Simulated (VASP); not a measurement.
The system is Co.

```xyz
2
Lattice="2.5074 0.0000 0.0000 -1.2537 2.1715 0.0000 0.0000 0.0000 4.0699" Properties=species:S:1:pos:R:3 pbc="T T T"
Co    0.0000    1.4476    1.0175
Co    1.2537    0.7238    3.0524
```

| Property | Result |
| --- | --- |
| Program | VASP 6.6.1 |
| Task | relaxation of cell and atoms |
| Functional | PBEsol |
| Potentials or basis | VASP PAW PBE potentials, release 64 (Co) |
| Cutoff | 600 eV |
| k mesh | 10 × 10 × 6 |
| Occupations | gaussian, width 0.02 eV |
| Spin | collinear spin, ferromagnetic start |
| Starting moments | [2.5, 2.5] μB |

At the start: pressure -13.9 GPa; volume 11.08 Å³/atom.

Problem. Where does the relaxation end?

Solution. Over 5 steps the energy falls by 32.4 meV/atom and the volume is 10.39 Å³/atom (-6.3 %); space group P6_3/mmc (No. 194, to 0.1 Å) before and after; moment 3.28 μB per cell.

The path:
```csv
step,energy change (eV),largest force (eV/Å),pressure (GPa),volume (Å³)
1,0.0000,0.0000,-13.87,22.16
2,0.0230,0.0000,20.01,19.22
3,-0.0646,0.0000,0.22,20.74
4,-0.0646,0.0000,-0.07,20.77
5,-0.0648,0.0000,-0.12,20.77
```

Final structure:
```yaml
crystal:
  lattice:
    - [2.45902, 0.00000, 0.00000]
    - [-1.22951, 2.12958, 0.00000]
    - [0.00000, 0.00000, 3.96708]
  atoms:
    - { symbol: Co, position: [0.33333, 0.66667, 0.25000] }
    - { symbol: Co, position: [0.66667, 0.33333, 0.75000] }
```

Caveat: the PAW data sets were made with another functional, which shifts forces and pressure a little.
